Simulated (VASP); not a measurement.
# Ag (I4/mmm) in VASP: notebook

Runs on Ag. Level: r2SCAN. Tasks: single point.

Program: VASP 6.6.1. These are calculated values, not measurements. Logs are shortened: lines on timing, memory, paths and dates and some standing lists are left out, and cuts for length are marked.

## (1) The cell of the first run

It takes space group I4/mmm (No. 139, tetragonal). Conventional cell: a = 3.311 Å, b = 3.311 Å, c = 3.063 Å, α = 90.00°, β = 90.00°, γ = 90.00°. Within 3.7 Å of Ag (site symmetry 4/mmm) lie 14 Ag at 2.80 to 3.31 Å.

## (2) Single point, r2SCAN (strain -0.0750 x Voigt [0, 0, 1, 0, 0, 0])

The input, POSCAR:

```
Ag
1.0
   -1.6556540000      1.6556540000      1.5314799500
    1.6556540000     -1.6556540000      1.5314799500
    1.6556540000      1.6556540000     -1.5314799500
Ag
1
Direct
    0.0000000000      0.0000000000      0.0000000000
```

The input, INCAR.step1:

```
SYSTEM = Ag
PREC = Accurate
ENCUT = 520
ISMEAR = 0
SIGMA = 0.15
LREAL = .False.
LASPH = .True.
NELM = 80
NBANDS = 12
GGA = PE
ALGO = Normal
EDIFF = 1E-4
LWAVE = .True.
LCHARG = .False.
```

The input, INCAR.step2:

```
SYSTEM = Ag
PREC = Accurate
ENCUT = 520
EDIFF = 1E-6
ISMEAR = 0
SIGMA = 0.15
LREAL = .False.
LASPH = .True.
NELM = 80
ALGO = Normal
ISIF = 2
LWAVE = .False.
LCHARG = .False.
METAGGA = R2SCAN
LMIXTAU = .True.
NBANDS = 12
ISTART = 1
```

The input, KPOINTS:

```
regular mesh
0
Gamma
  20 20 20
  0 0 0
```

Potentials or basis: VASP PAW PBE potentials, release 64 (Ag).

On the command line:

```sh
$ cat potpaw_PBE.64/Ag/POTCAR > POTCAR
$ cp INCAR.step1 INCAR
$ mpirun -np 1 vasp_std > vasp.out
$ cp INCAR.step2 INCAR
$ mpirun -np 1 vasp_std > vasp.out
```

OUTCAR:

```text
SYSTEM = Ag
   PREC = Accurate
   ENCUT = 520
   EDIFF = 1E-6
   ISMEAR = 0
   LREAL = .False.
   LASPH = .True.
   NELM = 80
   ISIF = 2
   METAGGA = R2SCAN
   ISTART = 1

 ion  position               nearest neighbor table
   1  0.000  0.000  0.000-

  LATTYP: Found a body centered tetragonal cell.
 ALAT       =     3.3113080000
 C/A-ratio  =     0.9250000000

  Lattice vectors:

 A1 = (  -1.6556540000,   1.6556540000,   1.5314799500)
 A2 = (   1.6556540000,  -1.6556540000,   1.5314799500)
 A3 = (   1.6556540000,   1.6556540000,  -1.5314799500)

Analysis of symmetry for initial positions (statically):
=====================================================================
 Subroutine PRICEL returns:
 Original cell was already a primitive cell.

 Routine SETGRP: Setting up the symmetry group for a
 body centered tetragonal supercell.

 Subroutine GETGRP returns: Found 16 space group operations
 (whereof 16 operations were pure point group operations)
 out of a pool of 16 trial point group operations.

The static configuration has the point symmetry D_4h.

Analysis of symmetry for dynamics (positions and initial velocities):
=====================================================================
 Subroutine PRICEL returns:
 Original cell was already a primitive cell.

 Routine SETGRP: Setting up the symmetry group for a
 body centered tetragonal supercell.

 Subroutine GETGRP returns: Found 16 space group operations
 (whereof 16 operations were pure point group operations)
 out of a pool of 16 trial point group operations.

The dynamic configuration has the point symmetry D_4h.

 Subroutine INISYM returns: Found 16 space group operations
 (whereof 16 operations are pure point group operations),
 and found     1 'primitive' translations

----------------------------------------------------------------------------------------

                                     Primitive cell

  volume of cell :      16.7923

  direct lattice vectors                    reciprocal lattice vectors
    -1.655654000  1.655654000  1.531479950     0.000000000  0.301995465  0.326481584
     1.655654000 -1.655654000  1.531479950     0.301995465  0.000000000  0.326481584
     1.655654000  1.655654000 -1.531479950     0.301995465  0.301995465  0.000000000

  length of vectors
     2.797822577  2.797822577  2.797822577     0.444737547  0.444737547  0.427086083

  position of ions in fractional coordinates (direct lattice)
     0.000000000  0.000000000  0.000000000

  ion indices of the primitive-cell ions
   primitive index   ion index
                 1           1

----------------------------------------------------------------------------------------

 KPOINTS: regular mesh

Automatic generation of k-mesh.
 Grid dimensions read from file:
 generate k-points for:   20   20   20

 Generating k-lattice:

  Cartesian coordinates                     Fractional coordinates (reciprocal lattice)
     0.000000000  0.015099773  0.016324079     0.050000000  0.000000000  0.000000000
     0.015099773  0.000000000  0.016324079     0.000000000  0.050000000  0.000000000
     0.015099773  0.015099773  0.000000000     0.000000000  0.000000000  0.050000000

  Length of vectors
     0.022236877  0.022236877  0.021354304

  Shift w.r.t. Gamma in fractional coordinates (k-lattice)
     0.000000000  0.000000000  0.000000000

 Subroutine IBZKPT returns following result:
 ===========================================

 Found    641 irreducible k-points:

 Following reciprocal coordinates:
            Coordinates               Weight
  0.000000  0.000000  0.000000      1.000000
  0.050000  0.000000  0.000000      8.000000
  0.100000 -0.000000  0.000000      8.000000
  0.150000  0.000000  0.000000      8.000000
  0.200000 -0.000000  0.000000      8.000000
  0.250000  0.000000  0.000000      8.000000
[... 16 lines left out ...]
 -0.400000  0.050000 -0.000000     16.000000
 -0.350000  0.050000 -0.000000     16.000000
 [... further k-points ...]
   k-points           NKPTS =    641   k-points in BZ     NKDIM =    641   number of bands    NBANDS=     12
   number of dos      NEDOS =    301   number of ions     NIONS =      1
   total plane-waves  NPLWV =  13824
   dimension x,y,z NGX =    24 NGY =   24 NGZ =   24
   dimension x,y,z NGXF=    48 NGYF=   48 NGZF=   48
   ions per type =               1
   NGX,Y,Z   is equivalent  to a cutoff of  14.26, 14.26, 14.26 a.u.
   NGXF,Y,Z  is equivalent  to a cutoff of  28.52, 28.52, 28.52 a.u.
 SYSTEM =  Ag
   PREC   = accura    normal or accurate (medium, high low for compatibility)
   ISTART =      1    job   : 0-new  1-cont  2-samecut
   ICHARG =      0    charge: 1-file 2-atom 10-const
   ISPIN  =      1    spin polarized calculation?
   LNONCOLLINEAR =      F non collinear calculations
   LSORBIT =      F    spin-orbit coupling
   LASPH  =      T    aspherical Exc in radial PAW
   ENCUT  =  520.0 eV  38.22 Ry    6.18 a.u.   5.20  5.20  5.20*2*pi/ulx,y,z
   NELM   =     80;   NELMIN=  2; NELMDL=  0     # of ELM steps
   EDIFF  = 0.1E-05   stopping-criterion for ELM
   LREAL  =      F    real-space projection
   EDIFFG = 0.1E-04   stopping-criterion for IOM
   NSW    =      0    number of steps for IOM
   IBRION =     -1    ionic relax: 0-MD 1-quasi-New 2-CG
   NFREE  =      0    steps in history (QN), initial steepest desc. (CG)
   ISIF   =      2    stress and relaxation
   ISYM   =      2    0-nonsym 1-usesym 2-fastsym
   POTIM  = 0.5000    time-step for ionic-motion
   TEBEG  =    0.0;   TEEND  =   0.0 temperature during run
   PSTRESS=    0.0 pullay stress
   NELECT =      11.0000    total number of electrons
   NUPDOWN=      -1.0000    fix difference up-down
   EMIN   =  10.00;   EMAX   =-10.00  energy-range for DOS
   EFERMI =   0.00;   METHOD = LEGACY
   ISMEAR =     0;   SIGMA  =   0.15  broadening in eV -4-tet -1-fermi 0-gaus
   EFERMI_NEDOS =   21; number of points for ismear=-14 and -15
   IALGO  =     38    algorithm
   IMIX   =      4    mixing-type and parameters
     AMIX     =   0.40;   BMIX     =  1.00
     AMIX_MAG =   1.60;   BMIX_MAG =  1.00
  volume/ion in A,a.u.               =      16.79       113.32
  Fermi-wavevector in a.u.,A,eV,Ry     =   1.421790  2.686794 27.504012  2.021488
  Thomas-Fermi vector in A             =   2.542563
   LORBIT       =      0    0 simple, 1 ext, 2 COOP (PROOUT), +10 PAW based schemes
   METAGGA = R2SCAN    functional components
   LHFCALC =     F    Hartree Fock is set to
   AEXX    =    0.0000 exact exchange contribution
   IVDW    =     0    specifies the selected vdW correction
   LEPSILON=     F    determine dielectric tensor
   LRPA    =     F    only Hartree local field effects (RPA)
 non-spin polarized calculation
 Gauss-broadening in eV      SIGMA  =   0.15
  energy-cutoff  :      520.00
  volume of cell :       16.79
 maximum number of plane-waves:       472
 NGX is ok and might be reduce to    24
   NGX = 11   NGY = 11   NGZ = 11

 number of electron      11.0000001 magnetization

 Free energy of the ion-electron system (eV)
  ---------------------------------------------------
  ext. energy  EPLUGINS =         0.00000000
  ---------------------------------------------------
  free energy    TOTEN  =       -21.31752964 eV

  energy without entropy =      -21.31422781  energy(sigma->0) =      -21.31587872

 E-fermi :   8.6738     XC(G=0): -13.0730

 val. band max:        8.6715868593   @ k =   0.5000   0.3500   0.0000
 cond. band min:       8.7333406401   @ k =   0.4000   0.0500   0.0500
 fundamental gap:      0.0617537807
 Fermi energy:         8.6738474757

 k-point     1 :       0.0000    0.0000    0.0000
  band No.  band energies     occupation
      1       0.5765      2.00000
      2       3.0874      2.00000
      3       3.4835      2.00000
      4       3.4835      2.00000
      5       4.4533      2.00000
      6       4.9034      2.00000
      7      26.8958      0.00000
      8      26.8958      0.00000
      9      28.5165      0.00000
     10      33.5467      0.00000
     11      33.5467      0.00000
     12      33.8083      0.00000

 k-point     2 :       0.0500    0.0000    0.0000
  band No.  band energies     occupation
      1       0.6662      2.00000
      2       3.1027      2.00000
      3       3.4827      2.00000
      4       3.4945      2.00000
      5       4.4580      2.00000
      6       4.8823      2.00000
      7      26.8362      0.00000
      8      26.9553      0.00000
      9      28.3004      0.00000
     10      32.4497      0.00000
     11      32.9785      0.00000
     12      33.4819      0.00000

 k-point     3 :       0.1000   -0.0000    0.0000
  band No.  band energies     occupation
      1       0.9273      2.00000
      2       3.1096      2.00000
      3       3.4806      2.00000
      4       3.5668      2.00000
      5       4.4743      2.00000
      6       4.8288      2.00000
      7      26.5504      0.00000
      8      27.1223      0.00000
      9      27.5994      0.00000
     10      31.4773      0.00000
     11      31.7606      0.00000
     12      32.3560      0.00000

 k-point     4 :       0.1500    0.0000    0.0000
  band No.  band energies     occupation
      1       1.3267      2.00000
      2       3.0521      2.00000
      3       3.4918      2.00000
      4       3.7566      2.00000
      5       4.5080      2.00000
      6       4.7672      2.00000
      7      25.6055      0.00000
      8      26.6432      0.00000
      9      27.3580      0.00000
     10      30.3548      0.00000
     11      30.7755      0.00000
     12      31.7447      0.00000

 k-point     5 :       0.2000   -0.0000    0.0000
  band No.  band energies     occupation
      1       1.7696      2.00000
      2       2.9418      2.00000
      3       3.5959      2.00000
      4       4.0500      2.00000
      5       4.5615      2.00000
      6       4.7242      2.00000
      7      23.8461      0.00000
      8      25.7643      0.00000
      9      27.5443      0.00000
     10      29.0156      0.00000
     11      30.1992      0.00000
     12      32.0483      0.00000
[... 228 lines left out ...]
      1       1.8362      2.00000
      2       2.4006      2.00000
      3       4.6424      2.00000
      4       5.0135      2.00000
      5       5.6735      2.00000
      6       8.8156      0.18150
      7      13.5970      0.00000
      8      22.0441      0.00000
      9      23.0959      0.00000
     10      29.2644      0.00000
     11      30.6550      0.00000
     12      34.5249      0.00000

 k-point    22 :      -0.4500    0.0500   -0.0000
  band No.  band energies     occupation
      1       1.8957      2.00000
      2       2.4427      2.00000
      3       4.6595      2.00000
      4       4.9364      2.00000
      5       5.5116      2.00000
      6       7.8356      2.00000
      7      14.8898      0.00000
      8      22.2450      0.00000
      9      23.4296      0.00000
     10      29.1970      0.00000
     11      30.6278      0.00000
     12      34.9312      0.00000

 k-point    23 :      -0.4000    0.0500   -0.0000
  band No.  band energies     occupation
      1       1.9988      2.00000
      2       2.5213      2.00000
      3       4.6684      2.00000
      4       4.8201      2.00000
      5       5.2059      2.00000
      6       6.6569      2.00000
      7      16.6948      0.00000
      8      22.6552      0.00000
      9      24.0625      0.00000
     10      29.0577      0.00000
     11      30.5937      0.00000
     12      35.4832      0.00000

 k-point    24 :      -0.3500    0.0500   -0.0000
  band No.  band energies     occupation
      1       2.1112      2.00000
      2       2.6291      2.00000
      3       4.6022      2.00000
      4       4.6577      2.00000
      5       4.8424      2.00000
      6       5.6295      2.00000
      7      18.7149      0.00000
      8      23.2420      0.00000
      9      24.9372      0.00000
     10      28.8605      0.00000
     11      30.6198      0.00000
     12      34.9487      0.00000

 [... further k-points ...]

------------------------ aborting loop because EDIFF is reached ----------------------------------------

  FORCE on cell =-STRESS in cart. coord.  units (eV):
  Direction    XX          YY          ZZ          XY          YZ          ZX
  --------------------------------------------------------------------------------------
  -------------------------------------------------------------------------------------
  Total        0.4668882      0.4668882      0.4470384      0.0000000      0.0000000      0.0000000
  in kB       44.5464394     44.5464394     42.6525443      0.0000000      0.0000000      0.0000000
  external PRESSURE =      43.9151410 kB  Pullay stress =       0.0000000 kB

 VOLUME and BASIS-vectors are now :
 -----------------------------------------------------------------------------
  energy-cutoff  :      520.00
  volume of cell :       16.79
      direct lattice vectors                 reciprocal lattice vectors
    -1.655654000  1.655654000  1.531479950     0.000000000  0.301995465  0.326481584
     1.655654000 -1.655654000  1.531479950     0.301995465  0.000000000  0.326481584
     1.655654000  1.655654000 -1.531479950     0.301995465  0.301995465  0.000000000

 POSITION                                       TOTAL-FORCE (eV/Angst)
 -----------------------------------------------------------------------------------
      0.00000      0.00000      0.00000        -0.000000      0.000000      0.000000
 -----------------------------------------------------------------------------------
    total drift:                                0.000000      0.000000      0.000000

  FREE ENERGIE OF THE ION-ELECTRON SYSTEM (eV)
  ---------------------------------------------------
  free  energy   TOTEN  =       -21.3175296353 eV

  energy  without entropy=      -21.3142278129  energy(sigma->0) =      -21.31587872
```

Wall time 2 min (1 thread of Intel Xeon 6975P-C (Granite Rapids), shared host); peak memory 0.25 GiB.

Results:

```yaml
Free_energy: -21.3175 eV
Pressure: 4.4 GPa
Band_gap_on_the_k_mesh: zero (an odd number of electrons rules out a gap without spin polarisation)
```

Caveat: the cell differs from its parent crystal (strain -0.0750 x Voigt [0, 0, 1, 0, 0, 0]); the cell stands under pressure; the PAW data sets were made with another functional, which shifts forces and pressure a little.

## (3) Single point, r2SCAN (strain +0.0750 x Voigt [0, 0, 1, 0, 0, 0])

The input, POSCAR:

```
Ag
1.0
   -1.6556540000      1.6556540000      1.7798280500
    1.6556540000     -1.6556540000      1.7798280500
    1.6556540000      1.6556540000     -1.7798280500
Ag
1
Direct
    0.0000000000      0.0000000000      0.0000000000
```

The input, INCAR.step1:

```
SYSTEM = Ag
  PREC = Accurate
  ENCUT = 520
  ISMEAR = 0
  SIGMA = 0.15
  LREAL = .FALSE.
  LASPH = .TRUE.
  NELM = 100
  NBANDS = 12
  GGA = PE
  ALGO = Normal
  EDIFF = 1E-4
  LWAVE = .TRUE.
  LCHARG = .FALSE.
```

The input, INCAR.step2:

```
SYSTEM = Ag
  PREC = Accurate
  ENCUT = 520
  EDIFF = 1E-6
  ISMEAR = 0
  SIGMA = 0.15
  LREAL = .FALSE.
  LASPH = .TRUE.
  NELM = 100
  ALGO = Normal
  ISIF = 2
  LWAVE = .FALSE.
  LCHARG = .FALSE.
  METAGGA = R2SCAN
  LMIXTAU = .TRUE.
  NBANDS = 12
  ISTART = 1
```

The input, KPOINTS:

```
regular mesh
0
G
  20 20 20
  0 0 0
```

Potentials or basis: VASP PAW PBE potentials, release 64 (Ag).

On the command line:

```sh
$ cat potpaw_PBE.64/Ag/POTCAR > POTCAR
$ cp INCAR.step1 INCAR
$ mpirun -np 1 vasp_std > vasp.out
$ cp INCAR.step2 INCAR
$ mpirun -np 1 vasp_std > vasp.out
```

OUTCAR:

```text
SYSTEM = Ag
   PREC = Accurate
   ENCUT = 520
   EDIFF = 1E-6
   ISMEAR = 0
   LREAL = .FALSE.
   LASPH = .TRUE.
   NELM = 100
   ISIF = 2
   METAGGA = R2SCAN
   ISTART = 1

 ion  position               nearest neighbor table
   1  0.000  0.000  0.000-

  LATTYP: Found a body centered tetragonal cell.
 ALAT       =     3.3113080000
 C/A-ratio  =     1.0750000000

  Lattice vectors:

 A1 = (  -1.6556540000,   1.6556540000,   1.7798280500)
 A2 = (   1.6556540000,  -1.6556540000,   1.7798280500)
[... 540 lines left out ...]
     12      28.7623      0.00000

 [... further k-points ...]

------------------------ aborting loop because EDIFF is reached ----------------------------------------

  FORCE on cell =-STRESS in cart. coord.  units (eV):
  Direction    XX          YY          ZZ          XY          YZ          ZX
  --------------------------------------------------------------------------------------
  -------------------------------------------------------------------------------------
  Total       -1.0330577     -1.0330577     -0.9351035      0.0000000      0.0000000      0.0000000
  in kB      -84.8121264    -84.8121264    -76.7702704      0.0000000      0.0000000      0.0000000
  external PRESSURE =     -82.1315077 kB  Pullay stress =       0.0000000 kB

 VOLUME and BASIS-vectors are now :
 -----------------------------------------------------------------------------
  energy-cutoff  :      520.00
  volume of cell :       19.52
      direct lattice vectors                 reciprocal lattice vectors
    -1.655654000  1.655654000  1.779828050     0.000000000  0.301995465  0.280926014
     1.655654000 -1.655654000  1.779828050     0.301995465  0.000000000  0.280926014
     1.655654000  1.655654000 -1.779828050     0.301995465  0.301995465  0.000000000

 POSITION                                       TOTAL-FORCE (eV/Angst)
 -----------------------------------------------------------------------------------
      0.00000      0.00000      0.00000         0.000000      0.000000     -0.000000
 -----------------------------------------------------------------------------------
    total drift:                                0.000000      0.000000     -0.000000

  FREE ENERGIE OF THE ION-ELECTRON SYSTEM (eV)
  ---------------------------------------------------
  free  energy   TOTEN  =       -21.2673064741 eV

  energy  without entropy=      -21.2636222150  energy(sigma->0) =      -21.26546434
```

OUTCAR.step1:

```text
SYSTEM = Ag
   PREC = Accurate
   ENCUT = 520
   ISMEAR = 0
   LREAL = .FALSE.
   LASPH = .TRUE.
   NELM = 100
[... 578 lines left out ...]
 -----------------------------------------------------------------------------------
      0.00000      0.00000      0.00000        -0.000000     -0.000000      0.000000
 -----------------------------------------------------------------------------------
    total drift:                                0.000000      0.000000      0.000000

  FREE ENERGIE OF THE ION-ELECTRON SYSTEM (eV)
  ---------------------------------------------------
  free  energy   TOTEN  =        -2.6584636396 eV

  energy  without entropy=       -2.6543942516  energy(sigma->0) =       -2.65642895
```

OSZICAR.step1:

```text
N       E                     dE             d eps       ncg     rms          rms(c)
DAV:   1     0.509873655882E+02    0.50987E+02   -0.54152E+03 15584   0.813E+02
DAV:   2    -0.206411154516E+01   -0.53051E+02   -0.50147E+02 17792   0.187E+02
DAV:   3    -0.286329741997E+01   -0.79919E+00   -0.79865E+00 17988   0.245E+01
DAV:   4    -0.286580862984E+01   -0.25112E-02   -0.25111E-02 17272   0.144E+00
DAV:   5    -0.286583078137E+01   -0.22152E-04   -0.22152E-04 17320   0.123E-01    0.371E+00
DAV:   6    -0.266395592333E+01    0.20187E+00   -0.88467E-01 16668   0.819E+00    0.260E+00
DAV:   7    -0.266016167012E+01    0.37943E-02   -0.43113E-03 17016   0.657E-01    0.152E+00
DAV:   8    -0.265845104890E+01    0.17106E-02   -0.74043E-04 16948   0.229E-01    0.528E-02
DAV:   9    -0.265846363959E+01   -0.12591E-04   -0.87266E-06  8596   0.248E-02
   1 F= -.26584636E+01 E0= -.26564289E+01  d E =-.406939E-02
```

It took 2 min on 1 thread of Intel Xeon 6975P-C (Granite Rapids), shared host; peak memory 0.26 GiB.

Results:

```yaml
Free_energy: -21.2673 eV
Pressure: -8.2 GPa
Band_gap_on_the_k_mesh: zero (an odd number of electrons rules out a gap without spin polarisation)
```

Stress tensor (GPa, compression positive):
```
-8.48  0.00  0.00
 0.00 -8.48  0.00
 0.00  0.00 -7.68
```

Caveat: the cell differs from its parent crystal (strain +0.0750 x Voigt [0, 0, 1, 0, 0, 0]); the cell stands under tension; the PAW data sets were made with another functional, which shifts forces and pressure a little.
